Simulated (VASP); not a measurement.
Runs of VASP 6.6.1 on SnSe. The structure is that of space group Fm-3m (No. 225), or close to it. The cells are those of the table. 

```csv
task,level,potentials or basis,cell,k mesh,cutoff (eV),smearing,grid for exact exchange (PRECFOCK),share of exact exchange,gap on the mesh (eV),pressure (GPa)
single point,BHLYP,"VASP PAW PBE potentials, release 64 (Sn_d, Se)","a = 4.313 Å, angles 60.0°, 2 atoms",4 × 4 × 4,520,fermi-dirac 0.05 eV,Normal,0.5,0.94,(a)
single point,PBEsol-based global hybrid with 25 % exact exchange,"VASP PAW PBE potentials, release 64 (Sn_d, Se)","a = 4.158 Å, angles 60.0°, 2 atoms",4 × 4 × 4,520,fermi-dirac 0.05 eV,Normal,0.25,1.51,-0.3
single point,PBE,"VASP PAW PBE potentials, release 64 (Sn_d, Se)","a = 4.257 Å, angles 60.0°, 2 atoms",5 × 5 × 5,520,fermi-dirac 0.04 eV,-,-,-,0.7
relaxation of cell and atoms,BLYP,"VASP PAW PBE potentials, release 64 (Sn_d, Se)","relaxed from a = 4.257 Å, angles 60.0°, 2 atoms",8 × 8 × 8,600,fermi-dirac 0.05 eV,-,-,0.04,0.0
single point,LDA,"VASP PAW LDA potentials, release 64 (Sn_d, Se)","a = 4.340 Å, angles 60.0°, 2 atoms",8 × 8 × 8,520,fermi-dirac 0.05 eV,-,-,(b),-5.6
single point,RPBE+D4,"VASP PAW PBE potentials, release 64 (Sn_d, Se)","a = 4.285 Å, angles 60.0°, 2 atoms",8 × 8 × 8,520,fermi-dirac 0.05 eV,-,-,0.45,-1.7
```

Alike in all rows: no spin polarisation.

Task: Fill in the values left out.

Result: (a) -1.3; (b) 0.40.

Caveats: some runs use coarse meshes; spin-orbit coupling is left out, which moves the levels of the heavy elements; the PAW data sets were made with another functional, which shifts forces and pressure a little (at least some runs); semilocal functionals underestimate gaps, and a narrow one can read as zero (at least some runs); the cell stands under tension (at least some runs).

A k mesh can miss the band edges, and the runs leave out spin-orbit coupling on Se, Sn.
